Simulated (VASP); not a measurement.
The system is TaN.

```
CELL_PARAMETERS angstrom
5.19600 0.00000 0.00000
-2.59800 4.49987 0.00000
0.00000 0.00000 2.91100
ATOMIC_POSITIONS crystal
Ta 0.33333 0.66667 0.50000
Ta 0.66667 0.33333 0.50000
Ta 0.00000 0.00000 0.00000
N 0.39285 0.00000 0.00000
N 0.00000 0.39285 0.00000
N 0.60715 0.60715 0.00000
```

Base run:

* Program: VASP 6.6.1
* Functional: PBEsol
* Potentials or basis: VASP PAW PBE potentials, release 64 (Ta_pv, N)
* Cutoff: 520 eV
* k mesh: 6 × 6 × 9
* Occupations: gaussian, width 0.1 eV
* Spin: no spin polarisation

Its results: band gap on the k mesh zero (bands 24 and 25 overlap by 3.10 eV); pressure -3.0 GPa; largest force 0.026 eV/Å.

Task: The run is repeated on the same cell with these changes: functional from PBEsol to LDA; potentials or basis from VASP PAW PBE potentials, release 64 (Ta_pv, N) to VASP PAW LDA potentials, release 64 (Ta_pv, N). What comes out?

Result: Band gap on the k mesh zero (bands 24 and 25 overlap by 3.10 eV); pressure -8.3 GPa; largest force 0.032 eV/Å.

Caveats: spin-orbit coupling is left out, which moves the levels of the heavy elements; the PAW data sets were made with another functional, which shifts forces and pressure a little (at least some runs); the cell stands under tension (at least some runs).
